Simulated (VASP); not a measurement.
The system is Al.

```
Al
1.0
     0.00000    2.02481    2.02481
     2.02481    0.00000    2.02481
     2.02481    2.02481    0.00000
Al
1
Cartesian
  0.0000 0.0000 0.0000
```

| Item | Value |
| --- | --- |
| Program | VASP 6.6.1 |
| Task | relaxation of volume and atoms at fixed shape |
| Functional | PBEsol |
| Potentials or basis | VASP PAW PBE potentials, release 64 (Al) |
| Cutoff | 600 eV |
| k mesh | 18 × 18 × 18 |
| Occupations | fermi-dirac, width 0.05 eV |
| Spin | no spin polarisation |

At the start: pressure -1.9 GPa; volume 16.60 Å³/atom.

Problem. How do energy, volume and symmetry change on relaxing?

Solution. Over 3 steps the energy falls by 2.5 meV/atom and the volume is 16.19 Å³/atom (-2.5 %); space group Fm-3m (No. 225, to 0.05 Å).

The path:
| step | energy change (eV) | largest force (eV/Å) | pressure (GPa) | volume (Å³) |
| --- | --- | --- | --- | --- |
| 1 | 0.0000 | 0.0000 | -1.91 | 16.60 |
| 2 | -0.0024 | 0.0000 | 0.32 | 16.13 |
| 3 | -0.0025 | 0.0000 | 0.00 | 16.19 |

Final structure:
```
CELL_PARAMETERS angstrom
0.00000 2.00800 2.00800
2.00800 0.00000 2.00800
2.00800 2.00800 0.00000
ATOMIC_POSITIONS crystal
Al 0.00000 0.00000 0.00000
```

Caveat: the PAW data sets were made with another functional, which shifts forces and pressure a little.
